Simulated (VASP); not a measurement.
Set up this calculation in VASP 6.6.1, as the native input.

```yaml
Task: single point
Functional: PBE
Potentials_or_basis: VASP PAW PBE potentials, release 64 (Mg, Zr_sv, N)
Cutoff: 520 eV
k_mesh: 6 × 6 × 2
Occupations: gaussian, width 0.1 eV
Spin: no spin polarisation
Dipole_correction: no
Further_INCAR_settings: ALGO = Normal; EDIFF = 1e-07; NBANDS = 24
```

The structure of MgZr2N lies in POSCAR:

```
MgZr2N
1.0
    3.2688268424     -0.0000000028      0.0000000000
   -1.6344134188      2.8308870875      0.0000000000
    0.0000000000      0.0000000000     10.0907725803
Mg Zr N
1 2 1
Direct
    0.0000000000      0.0000000000      0.5000000000
    0.0000000000      0.0000000000      0.8131292615
    0.0000000000      0.0000000000      0.1868707385
    0.0000000000      0.0000000000      0.0000000000
```

One way to write it, as run:

INCAR

```
SYSTEM = MgZr2N
ALGO = Normal
EDIFF = 1E-7
ENCUT = 520
GGA = PE
ISIF = 2
ISMEAR = 0
LASPH = .TRUE.
LCHARG = .FALSE.
LREAL = .FALSE.
LWAVE = .FALSE.
NBANDS = 24
NELM = 80
PREC = Accurate
SIGMA = 0.1
```

KPOINTS

```
k-points
0
G
  6 6 2
  0 0 0
```

Potentials or basis: VASP PAW PBE potentials, release 64 (Mg, Zr_sv, N).

Run with:

```sh
$ cat potpaw_PBE.64/Mg/POTCAR potpaw_PBE.64/Zr_sv/POTCAR potpaw_PBE.64/N/POTCAR > POTCAR
$ mpirun -np 1 vasp_std > vasp.out
```

It gave:

```json
{"Pressure": "0.1 GPa", "Largest force": "0.080 eV/Å"}
```

Caveat: the k points lie up to 0.37 Å⁻¹ apart.

Wall time 32 s on 1 thread of Intel Xeon 6975P-C, with other jobs on the host, peak memory 0.21 GiB.
